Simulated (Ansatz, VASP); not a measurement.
# Rb in VASP and in Ansatz

```
Rb
1.0
     0.00000    3.53965    3.53965
     3.53965    0.00000    3.53965
     3.53965    3.53965    0.00000
Rb
1
Direct
  0.00000 0.00000 0.00000
```

Change from the starting cell: volume scaled by 0.97, PAW files.

Alike in both runs: task electric field gradients; functional PBE; k mesh 11 × 11 × 11; occupations fermi-dirac, width 0.03 eV; no spin polarisation.

|  | VASP | Ansatz |
| --- | --- | --- |
| version | VASP 6.6.1 | Ansatz 0.2.0 |
| potentials or method | VASP PAW PBE potentials, release 64 (Rb_sv) | PAW with Ansatz's default frozen-core files, scalar-relativistic |
| plane-wave cutoff (eV) | 520 | 420 |
| valence electrons in the cell | 9 | 9 |

|  | VASP | Ansatz | Ansatz less VASP |
| --- | --- | --- | --- |
| pressure (GPa) | 0.1 | 0.1 | 0.00 |
